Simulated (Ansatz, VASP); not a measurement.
Si2W in VASP and in Ansatz

Contents of INCAR:

```
PREC     = Accurate       # precision mode
ENCUT    = 520            # plane-wave cutoff, eV
EDIFF    = 1E-7           # SCF threshold, eV
ISMEAR   = -1             # smearing method
SIGMA    = 0.05           # smearing width, eV
LREAL    = F              # projectors in reciprocal space
LASPH    = T              # aspherical terms in the spheres
NELM     = 80             # most SCF steps
ALGO     = Normal         # electronic algorithm
ISIF     = 2              # what is computed and relaxed
LWAVE    = F              # write WAVECAR
LCHARG   = F              # write CHGCAR
GGA      = CA             # functional
NBANDS   = 18             # bands
```

The input KPOINTS:

```
Automatic mesh
0
Gamma
  12 12 12
```

The input POSCAR:

```
Si2W
1.0
   -1.6069000000      1.6069000000      3.9149500000
    1.6069000000     -1.6069000000      3.9149500000
    1.6069000000      1.6069000000     -3.9149500000
W Si
1 2
Direct
    0.0000000000      0.0000000000      0.0000000000
    0.6653000000      0.6653000000      0.0000000000
    0.3347000000      0.3347000000      0.0000000000
```

File input.yaml:

```yaml
crystal:
  lattice:
    - [-1.6069, 1.6069, 3.91495]
    - [1.6069, -1.6069, 3.91495]
    - [1.6069, 1.6069, -3.91495]
  atoms:
    - { symbol: W, position: [0.0, 0.0, 0.0] }
    - { symbol: Si, position: [0.6653, 0.6653, 0.0] }
    - { symbol: Si, position: [0.3347, 0.3347, 0.0] }
kpoints:
  mp_grid: { grid: [12, 12, 12] }
  band_path:
    path:
      - [0.0, 0.0, 0.0]
      - [0.0, 0.0, 0.5]
      - [-0.084235521, 0.084235521, 0.5]
      - [-0.2921177605, 0.2921177605, 0.2921177605]
      - [0.0, 0.0, 0.0]
      - [0.5, 0.5, -0.5]
      - [0.2921177605, 0.7078822395, -0.2921177605]
      - [0.0, 0.5, 0.0]
    npoints: 12
scf:
  occupations: { method: fermi_dirac, width: 0.05 }
hamiltonian:
  xc: lda
  pseudopotentials: { kind: all_electron, lapw: { basis_error: 0.002 } }
output:
  forces: true
  stress: true
  eigenvalues: true
```

Alike in both runs: functional LDA; k mesh 12 × 12 × 12; occupations fermi-dirac, width 0.05 eV; no spin polarisation.

|  | VASP | Ansatz |
| --- | --- | --- |
| version | VASP 6.6.1 | Ansatz 0.2.0 |
| potentials or method | VASP PAW LDA potentials, release 64 (W_sv, Si), cutoff 520 eV | all-electron LAPW, scalar-relativistic |
| task | single point | band structure |

VASP gave:

```
gap on the k mesh at the Fermi level (eV)                     : none
pressure (GPa)                                                : -5.0
traceless stress, the component that is largest in VASP (GPa) : 0.00
rms of the force components (eV/Å)                            : 0.018
```

**Question.** Estimate Ansatz's values.

**Answer.** gap on the k mesh at the Fermi level (eV): none; pressure (GPa): -5.8; traceless stress, the component that is largest in VASP (GPa): -0.06; rms of the force components (eV/Å): 0.025.

LDA's correlation is that of Perdew and Zunger in VASP and of Perdew and Wang (1992) in Ansatz. Atom by atom the forces differ by 0.007 eV/Å (rms over components). A gap of «none» marks a metal or a gap that the smearing closes. Ansatz ran all-electron here, and VASP with PAW potentials.

Neither program's run includes spin-orbit coupling.
